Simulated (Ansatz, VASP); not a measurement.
Two plane-wave programs on H2C18O

```
C O H
1.0
     7.39800    0.00000    0.00000
    -3.69900    6.40686    0.00000
     0.00000    0.00000   12.00000
C O H
18 1 2
Direct
  0.99681 0.99619 0.06298
  0.22170 0.10872 0.06304
  0.99908 0.33149 0.06291
  0.21961 0.44177 0.06292
  0.99872 0.66259 0.06293
  0.21987 0.77304 0.06298
  0.33229 0.99803 0.06310
  0.55309 0.10844 0.06296
  0.33209 0.32935 0.06292
  0.55333 0.43997 0.06283
  0.33024 0.66287 0.06291
  0.55515 0.77532 0.06288
  0.66551 0.99586 0.06289
  0.88664 0.10656 0.06291
  0.66370 0.32975 0.06284
  0.88855 0.44206 0.06287
  0.66576 0.66484 0.06288
  0.88628 0.77507 0.06295
  0.50932 0.11008 0.34328
  0.47755 0.10215 0.26412
  0.40677 0.13708 0.37821
```

Alike in both runs: functional PBEsol; k mesh 2 × 2 × 1; occupations gaussian, width 0.05 eV; no spin polarisation.

Ansatz relaxed the structure, and its values are those at the end. VASP's run is a single point on that final structure, the one shown.

```csv
,VASP,Ansatz
version,VASP 6.6.1,Ansatz 0.2.0
potentials or method,"VASP PAW PBE potentials, release 64 (C, O, H), cutoff 520 eV","scalar-relativistic, plane waves, PAW"
valence electrons in the cell,80,80
```

Ansatz gave:

- rms of the force components (eV/Å): 0.006

Task: What did VASP give for the same quantities?

Result: rms of the force components (eV/Å): 0.033.

VASP's potentials were made for PBE, not for PBEsol. With one functional, cell and mesh, what is left measures potentials, basis and numerics.

The k mesh is coarse, so the values compare programs but aren't converged.
